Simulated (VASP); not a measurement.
The system is LiF.

```xyz
2
Lattice="2.5595 0.0000 0.0000 0.0000 2.5595 0.0000 0.0000 0.0000 2.5595" Properties=species:S:1:pos:R:3 pbc="T T T"
F     1.2798    1.2798    1.2798
Li    0.0000    0.0000    0.0000
```

```yaml
Program: VASP 6.6.1
Task: relaxation of cell and atoms
Functional: RPBE
Dispersion: D3(BJ)
Potentials_or_basis: VASP PAW PBE potentials, release 64 (F, Li_sv)
Cutoff: 600 eV
k_mesh: 10 × 10 × 10
Occupations: fermi-dirac, width 0.05 eV
Spin: no spin polarisation
```

At the start: pressure -11.6 GPa; volume 8.38 Å³/atom.

Q: Where does the relaxation end?

A: Over 4 steps the energy falls by 53.5 meV/atom and the volume is 7.10 Å³/atom (-15.3 %); space group Pm-3m (No. 221, to 0.05 Å).

The path:
```tsv
step	energy change (eV)	largest force (eV/Å)	pressure (GPa)	volume (Å³)
1	0.0000	0.0000	-11.57	16.77
2	-0.0826	0.0000	-6.43	15.34
3	-0.1063	0.0000	-1.28	14.41
4	-0.1071	0.0000	0.06	14.20
```

Final structure:
```yaml
crystal:
  lattice:
    - [2.42151, 0.00000, 0.00000]
    - [0.00000, 2.42151, 0.00000]
    - [0.00000, 0.00000, 2.42151]
  atoms:
    - { symbol: F, position: [0.50000, 0.50000, 0.50000] }
    - { symbol: Li, position: [0.00000, 0.00000, 0.00000] }
```

Caveat: the cutoff is under 1.25 times the usual one of these potentials, so pressure, stress and relaxed cells hold a basis-set (Pulay) error; the volume moved by over 15 % at a fixed basis, so the end points are rough; the PAW data sets were made with another functional, which shifts forces and pressure a little.
